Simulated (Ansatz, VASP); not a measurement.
## Two plane-wave programs on TePbS4

```
CELL_PARAMETERS angstrom
5.22292 0.00000 0.00000
-2.61146 4.52318 0.00000
0.00000 0.00000 9.58538
ATOMIC_POSITIONS crystal
Te 0.33333 0.66667 0.50000
Pb 0.00000 0.00000 0.50000
S 0.66667 0.33333 0.09931
S 0.66667 0.33333 0.90069
S 0.33333 0.66667 0.09923
S 0.33333 0.66667 0.90077
```

Alike in both runs: functional PBE; k mesh 3 × 3 × 2; occupations gaussian, width 0.15 eV; no spin polarisation.

Ansatz relaxed the structure, and its values are those at the end. VASP's run is a single point on that final structure, the one shown.

|  | VASP | Ansatz |
| --- | --- | --- |
| version | VASP 6.6.1 | Ansatz 0.2.0 |
| potentials or method | VASP PAW PBE potentials, release 64 (Te, Pb_d, S), cutoff 500 eV | scalar-relativistic, plane waves, PAW |
| valence electrons in the cell | 44 | 54 |

Ansatz gave:

```
gap on the k mesh at the Fermi level (eV) : none
pressure (GPa)                            : 0.1
rms of the force components (eV/Å)        : 0.007
```

Question: Estimate VASP's values.

Answer: gap on the k mesh at the Fermi level (eV): none; pressure (GPa): -0.2; rms of the force components (eV/Å): 0.110.

A gap of «none» marks a metal or a gap that the smearing closes. The functional is the same, so the differences come from potentials, cutoffs and numerics. VASP's potentials hold 44 valence electrons a cell and Ansatz's 54, so a difference there can come from the potentials and not from the codes.

The k mesh is coarse, so the values compare programs but aren't converged. Neither program's run includes spin-orbit coupling.
